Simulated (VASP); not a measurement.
# In (I4/mmm) in VASP: further runs, part 2 of 2

VASP 6.6.1. The steps go on from the part before.

### 4 Single point, LDA (22.59 Å³/atom)

INCAR

```
PREC = Accurate ; ENCUT = 520
EDIFF = 1E-6 ; ISMEAR = 0
SIGMA = 0.15 ; LREAL = F
LASPH = T ; NELM = 80
ALGO = Fast ; ISIF = 2
LWAVE = F ; LCHARG = F
NBANDS = 12
```

KPOINTS

```
Automatic mesh
0
Gamma
  22 22 22
```

POSCAR

```
In
1.0
   -1.4915600194      1.4915600194      2.5384859970
    1.4915600194     -1.4915600194      2.5384859970
    1.4915600194      1.4915600194     -2.5384859970
In
1
Direct
    0.0000000000      0.0000000000      0.0000000000
```

Potentials or basis: VASP PAW LDA potentials, release 64 (In_d).

Command:

```
cat potpaw_LDA.64/In_d/POTCAR > POTCAR
mpirun -np 1 vasp_std > vasp.out
```

OUTCAR:

```text
PREC = Accurate
   ENCUT = 520
   EDIFF = 1E-6
   ISMEAR = 0
   LREAL = F
   LASPH = T
   NELM = 80
   ISIF = 2

 ion  position               nearest neighbor table
   1  0.000  0.000  0.000-

  LATTYP: Found a body centered tetragonal cell.
 ALAT       =     2.9831200388
 C/A-ratio  =     1.7019000000

  Lattice vectors:

 A1 = (  -1.4915600194,   1.4915600194,   2.5384859970)
 A2 = (   1.4915600194,  -1.4915600194,   2.5384859970)
 A3 = (   1.4915600194,   1.4915600194,  -2.5384859970)

Analysis of symmetry for initial positions (statically):
=====================================================================
 Subroutine PRICEL returns:
 Original cell was already a primitive cell.

 Routine SETGRP: Setting up the symmetry group for a
 body centered tetragonal supercell.

 Subroutine GETGRP returns: Found 16 space group operations
 (whereof 16 operations were pure point group operations)
 out of a pool of 16 trial point group operations.

The static configuration has the point symmetry D_4h.

Analysis of symmetry for dynamics (positions and initial velocities):
=====================================================================
 Subroutine PRICEL returns:
 Original cell was already a primitive cell.

 Routine SETGRP: Setting up the symmetry group for a
 body centered tetragonal supercell.

 Subroutine GETGRP returns: Found 16 space group operations
 (whereof 16 operations were pure point group operations)
 out of a pool of 16 trial point group operations.

The dynamic configuration has the point symmetry D_4h.

 Subroutine INISYM returns: Found 16 space group operations
 (whereof 16 operations are pure point group operations),
 and found     1 'primitive' translations

----------------------------------------------------------------------------------------

                                     Primitive cell

  volume of cell :      22.5900

  direct lattice vectors                    reciprocal lattice vectors
    -1.491560019  1.491560019  2.538485997     0.000000000  0.335219497  0.196967799
     1.491560019 -1.491560019  2.538485997     0.335219497  0.000000000  0.196967799
     1.491560019  1.491560019 -2.538485997     0.335219497  0.335219497  0.000000000

  length of vectors
     3.300517193  3.300517193  3.300517193     0.388803839  0.388803839  0.474071960

  position of ions in fractional coordinates (direct lattice)
     0.000000000  0.000000000  0.000000000

  ion indices of the primitive-cell ions
   primitive index   ion index
                 1           1

----------------------------------------------------------------------------------------

 KPOINTS: Automatic mesh

Automatic generation of k-mesh.
 Grid dimensions read from file:
 generate k-points for:   22   22   22

 Generating k-lattice:

  Cartesian coordinates                     Fractional coordinates (reciprocal lattice)
     0.000000000  0.015237250  0.008953082     0.045454545  0.000000000  0.000000000
     0.015237250  0.000000000  0.008953082     0.000000000  0.045454545  0.000000000
     0.015237250  0.015237250  0.000000000     0.000000000  0.000000000  0.045454545

  Length of vectors
     0.017672902  0.017672902  0.021548725

  Shift w.r.t. Gamma in fractional coordinates (k-lattice)
     0.000000000  0.000000000  0.000000000

 Subroutine IBZKPT returns following result:
 ===========================================

 Found    834 irreducible k-points:

 Following reciprocal coordinates:
            Coordinates               Weight
  0.000000  0.000000  0.000000      1.000000
  0.045455  0.000000 -0.000000      8.000000
  0.090909  0.000000 -0.000000      8.000000
  0.136364  0.000000 -0.000000      8.000000
  0.181818  0.000000 -0.000000      8.000000
  0.227273  0.000000 -0.000000      8.000000
[... 16 lines left out ...]
  0.500000  0.045455  0.000000     16.000000
 -0.454545  0.045455  0.000000     16.000000
 [... further k-points ...]
   k-points           NKPTS =    834   k-points in BZ     NKDIM =    834   number of bands    NBANDS=     12
   number of dos      NEDOS =    301   number of ions     NIONS =      1
   total plane-waves  NPLWV =  21952
   dimension x,y,z NGX =    28 NGY =   28 NGZ =   28
   dimension x,y,z NGXF=    56 NGYF=   56 NGZF=   56
   ions per type =               1
   NGX,Y,Z   is equivalent  to a cutoff of  14.10, 14.10, 14.10 a.u.
   NGXF,Y,Z  is equivalent  to a cutoff of  28.21, 28.21, 28.21 a.u.
 SYSTEM =  unknown system
   PREC   = accura    normal or accurate (medium, high low for compatibility)
   ISTART =      0    job   : 0-new  1-cont  2-samecut
   ICHARG =      2    charge: 1-file 2-atom 10-const
   ISPIN  =      1    spin polarized calculation?
   LNONCOLLINEAR =      F non collinear calculations
   LSORBIT =      F    spin-orbit coupling
   LASPH  =      T    aspherical Exc in radial PAW
   ENCUT  =  520.0 eV  38.22 Ry    6.18 a.u.   6.14  6.14  6.14*2*pi/ulx,y,z
   NELM   =     80;   NELMIN=  2; NELMDL= -5     # of ELM steps
   EDIFF  = 0.1E-05   stopping-criterion for ELM
   LREAL  =      F    real-space projection
   EDIFFG = 0.1E-04   stopping-criterion for IOM
   NSW    =      0    number of steps for IOM
   IBRION =     -1    ionic relax: 0-MD 1-quasi-New 2-CG
   NFREE  =      0    steps in history (QN), initial steepest desc. (CG)
   ISIF   =      2    stress and relaxation
   ISYM   =      2    0-nonsym 1-usesym 2-fastsym
   POTIM  = 0.5000    time-step for ionic-motion
   TEBEG  =    0.0;   TEEND  =   0.0 temperature during run
   PSTRESS=    0.0 pullay stress
   NELECT =      13.0000    total number of electrons
   NUPDOWN=      -1.0000    fix difference up-down
   EMIN   =  10.00;   EMAX   =-10.00  energy-range for DOS
   EFERMI =   0.00;   METHOD = LEGACY
   ISMEAR =     0;   SIGMA  =   0.15  broadening in eV -4-tet -1-fermi 0-gaus
   EFERMI_NEDOS =   21; number of points for ismear=-14 and -15
   IALGO  =     68    algorithm
   IMIX   =      4    mixing-type and parameters
     AMIX     =   0.40;   BMIX     =  1.00
     AMIX_MAG =   1.60;   BMIX_MAG =  1.00
  volume/ion in A,a.u.               =      22.59       152.44
  Fermi-wavevector in a.u.,A,eV,Ry     =   1.361708  2.573254 25.228571  1.854248
  Thomas-Fermi vector in A             =   2.488260
   LORBIT       =      0    0 simple, 1 ext, 2 COOP (PROOUT), +10 PAW based schemes
   GGA     = CA    functional components
   LHFCALC =     F    Hartree Fock is set to
   AEXX    =    0.0000 exact exchange contribution
   IVDW    =     0    specifies the selected vdW correction
   LEPSILON=     F    determine dielectric tensor
   LRPA    =     F    only Hartree local field effects (RPA)
 non-spin polarized calculation
 RMM-DIIS sequential band-by-band and
 Gauss-broadening in eV      SIGMA  =   0.15
  energy-cutoff  :      520.00
  volume of cell :       22.59
 maximum number of plane-waves:       638
 NGX is ok and might be reduce to    28
   NGX = 13   NGY = 13   NGZ = 13

 number of electron      13.0000000 magnetization

 Free energy of the ion-electron system (eV)
  ---------------------------------------------------
  ext. energy  EPLUGINS =         0.00000000
  ---------------------------------------------------
  free energy    TOTEN  =        -3.17835454 eV

  energy without entropy =       -3.17317497  energy(sigma->0) =       -3.17576475

 E-fermi :   9.0062     XC(G=0): -11.2408

 val. band max:        9.0027600357   @ k =  -0.1818  -0.3636   0.0455
 cond. band min:       9.0103303256   @ k =  -0.2727   0.3182   0.2727
 fundamental gap:      0.0075702899
 Fermi energy:         9.0062159456

 k-point     1 :       0.0000    0.0000    0.0000
  band No.  band energies     occupation
      1      -6.0361      2.00000
      2      -5.7117      2.00000
      3      -5.6044      2.00000
      4      -5.6044      2.00000
      5      -5.3194      2.00000
      6      -1.6365      2.00000
      7      20.8741      0.00000
      8      20.8741      0.00000
      9      20.9771      0.00000
     10      21.3074      0.00000
     11      22.3961      0.00000
     12      24.6384      0.00000
[... 331 lines left out ...]
 k-point    24 :      -0.4545    0.0455    0.0000
  band No.  band energies     occupation
      1      -5.8941      2.00000
      2      -5.8846      2.00000
      3      -5.5955      2.00000
      4      -5.3408      2.00000
      5      -5.2261      2.00000
      6       3.5024      2.00000
      7       6.4746      2.00000
      8      15.6205      0.00000
      9      19.9787      0.00000
     10      20.3829      0.00000
     11      21.1963      0.00000
     12      25.2191      0.00000

 [... further k-points ...]

------------------------ aborting loop because EDIFF is reached ----------------------------------------

  FORCE on cell =-STRESS in cart. coord.  units (eV):
  Direction    XX          YY          ZZ          XY          YZ          ZX
  --------------------------------------------------------------------------------------
  -------------------------------------------------------------------------------------
  Total        0.8864312      0.8864312      0.5206330      0.0000000      0.0000000      0.0000000
  in kB       62.8694068     62.8694068     36.9254742      0.0000000      0.0000000      0.0000000
  external PRESSURE =      54.2214293 kB  Pullay stress =       0.0000000 kB

 VOLUME and BASIS-vectors are now :
 -----------------------------------------------------------------------------
  energy-cutoff  :      520.00
  volume of cell :       22.59
      direct lattice vectors                 reciprocal lattice vectors
    -1.491560019  1.491560019  2.538485997     0.000000000  0.335219497  0.196967799
     1.491560019 -1.491560019  2.538485997     0.335219497  0.000000000  0.196967799
     1.491560019  1.491560019 -2.538485997     0.335219497  0.335219497  0.000000000

 POSITION                                       TOTAL-FORCE (eV/Angst)
 -----------------------------------------------------------------------------------
      0.00000      0.00000      0.00000        -0.000000      0.000000      0.000000
 -----------------------------------------------------------------------------------
    total drift:                               -0.000000     -0.000000     -0.000000

  FREE ENERGIE OF THE ION-ELECTRON SYSTEM (eV)
  ---------------------------------------------------
  free  energy   TOTEN  =        -3.1783545369 eV

  energy  without entropy=       -3.1731749692  energy(sigma->0) =       -3.17576475
```

stdout:

```text
POSCAR found type information on POSCAR In
 POSCAR found :  1 types and       1 ions
 scaLAPACK will be used
 LDA part: xc-table for (Slater(with rela. corr.)+CA(PZ))
 , standard interpolation
 POSCAR, INCAR and KPOINTS ok, starting setup
 FFT: planning ... GRIDC
 FFT: planning ... GRID_SOFT
 FFT: planning ... GRID
 WAVECAR not read
 entering main loop
WARNING in EDDRMM: call to ZHEGV failed, returncode =   8  4     10
WARNING in EDDRMM: call to ZHEGV failed, returncode =   8  4     11
WARNING in EDDRMM: call to ZHEGV failed, returncode =   8  4     12
WARNING in EDDRMM: call to ZHEGV failed, returncode =   6  3      9
WARNING in EDDRMM: call to ZHEGV failed, returncode =   6  3     11
WARNING in EDDRMM: call to ZHEGV failed, returncode =   6  3      9
WARNING in EDDRMM: call to ZHEGV failed, returncode =   6  3     12
WARNING in EDDRMM: call to ZHEGV failed, returncode =   6  3     10
WARNING in EDDRMM: call to ZHEGV failed, returncode =   6  3     12
WARNING in EDDRMM: call to ZHEGV failed, returncode =   8  4     10
WARNING in EDDRMM: call to ZHEGV failed, returncode =   8  4     11
WARNING in EDDRMM: call to ZHEGV failed, returncode =   8  4     10
```

Wall time 7.5 min (1 thread of Intel Xeon Platinum 8375C at 2.90GHz (Ice Lake), shared host); peak memory 0.33 GiB.

Results:

```
Free energy            : -3.1784 eV
Pressure               : 5.4 GPa
Band gap on the k mesh : zero (an odd number of electrons rules out a gap without spin polarisation)
```

Caveat: the cell stands under pressure; spin-orbit coupling is left out, which moves the levels of the heavy elements.

### 5 Single point, LDA (22.59 Å³/atom)

INCAR

```
ALGO     = Fast           # electronic algorithm
EDIFF    = 1E-6           # SCF threshold, eV
ENCUT    = 520            # plane-wave cutoff, eV
GGA      = CA             # functional
ISIF     = 2              # what is computed and relaxed
ISMEAR   = 0              # smearing method
LASPH    = T              # aspherical terms in the spheres
LCHARG   = T              # write CHGCAR
LELF     = T              # ELF
LREAL    = F              # projectors in reciprocal space
LVHAR    = T            
LWAVE    = F              # write WAVECAR
NBANDS   = 12             # bands
NELM     = 60             # most SCF steps
PREC     = Accurate       # precision mode
SIGMA    = 0.15           # smearing width, eV
```

KPOINTS

```
k-points
0
Gamma
  22 22 22
```

POSCAR

```
In
1.0
   -1.5320820807      1.5320820807      2.4059808893
    1.5320820807     -1.5320820807      2.4059808893
    1.5320820807      1.5320820807     -2.4059808893
In
1
Direct
    0.0000000000      0.0000000000      0.0000000000
```

Command:

```
cat potpaw_LDA.64/In_d/POTCAR > POTCAR
mpirun -np 1 vasp_std > vasp.out
```

It took 2.3 min on 1 thread of Intel Xeon Platinum 8375C at 2.90GHz (Ice Lake), shared host; peak memory 0.32 GiB.

Results (log left out):

- Free energy: -3.1880 eV
- Pressure: 5.2 GPa
- Band gap on the k mesh: zero (an odd number of electrons rules out a gap without spin polarisation)

Stress tensor (GPa, compression positive):
```
5.16 0.00 0.00
0.00 5.16 0.00
0.00 0.00 5.27
```

Levels at points of the mesh, in eV from the Fermi level:
```csv
k point,band 3,band 4,band 5,band 6,band 7,band 8,band 9,band 10
"(0.00, 0.00, 0.00)",-14.72,-14.65,-14.44,-10.69,11.75,11.75,11.98,12.05
"(0.50, 0.00, 0.00)",-14.70,-14.35,-14.27,-4.44,-4.06,7.79,10.55,11.75
"(0.50, 0.50, 0.00)",-14.34,-14.34,-14.15,-2.32,-1.15,3.52,4.13,7.74
"(0.50, 0.50, 0.50)",-14.31,-14.27,-14.27,-3.47,-3.25,5.38,5.38,9.28
```

Caveat: the cell stands under pressure; spin-orbit coupling is left out, which moves the levels of the heavy elements.

### 6 Summary

| cell | gap on the mesh (eV) | pressure (GPa) |
| --- | --- | --- |
| a = 3.336 Å, angles 127.6, 127.6, 77.2°, 1 atom | none | 5.7 |
| a = 3.268 Å, angles 124.9, 124.9, 81.7°, 1 atom | none | 5.4 |
| a = 3.301 Å, angles 126.3, 126.3, 79.5°, 1 atom | none | 5.4 |
| a = 3.238 Å, angles 123.5, 123.5, 84.0°, 1 atom | none | 5.2 |

Alike in all rows: task single point; level LDA; potentials or basis VASP PAW LDA potentials, release 64 (In_d); no spin polarisation; k mesh 22 × 22 × 22; cutoff (eV) 520; smearing gaussian 0.15 eV.

Caveats: the cell stands under pressure; spin-orbit coupling is left out, which moves the levels of the heavy elements.

Absolute energies hang on the potentials; compare differences alone.
